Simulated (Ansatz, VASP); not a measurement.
## Si3As: VASP beside Ansatz

```xyz
4
Lattice="-2.0130 2.0130 3.9964 2.0130 -2.0130 3.9964 2.0130 2.0130 -3.9964" Properties=species:S:1:pos:R:3 pbc="T T T"
Si    0.0000    2.0130    1.9982
Si    2.0130    0.0000    1.9982
Si    0.0000    0.0000    3.9964
As    0.0000    0.0000    0.0000
```

Change from the starting cell: species swapped into the CdPd3 type (I4/mmm, No. 139).

Alike in both runs: task single point; functional PBE; k mesh 6 × 6 × 6; occupations gaussian, width 0.1 eV; no spin polarisation.

|  | VASP | Ansatz |
| --- | --- | --- |
| version | VASP 6.6.1 | Ansatz 0.2.0 |
| potentials or method | VASP PAW PBE potentials, release 64 (Si, As), cutoff 520 eV | scalar-relativistic, plane waves, PAW |
| valence electrons in the cell | 17 | 27 |

|  | VASP | Ansatz | Ansatz less VASP |
| --- | --- | --- | --- |
| gap on the k mesh at the Fermi level (eV) | none | none | - |
| pressure (GPa) | -0.4 | -0.5 | -0.06 |
| traceless stress, the component that is largest in VASP (GPa) | 2.27 | 2.26 | -0.011 |

A gap of «none» marks a metal or a gap that the smearing closes. The functional is the same, so the differences come from potentials, cutoffs and numerics. VASP's potentials hold 17 valence electrons a cell and Ansatz's 27, so a difference there can come from the potentials and not from the codes.

The k mesh is coarse, so the values compare programs but aren't converged.
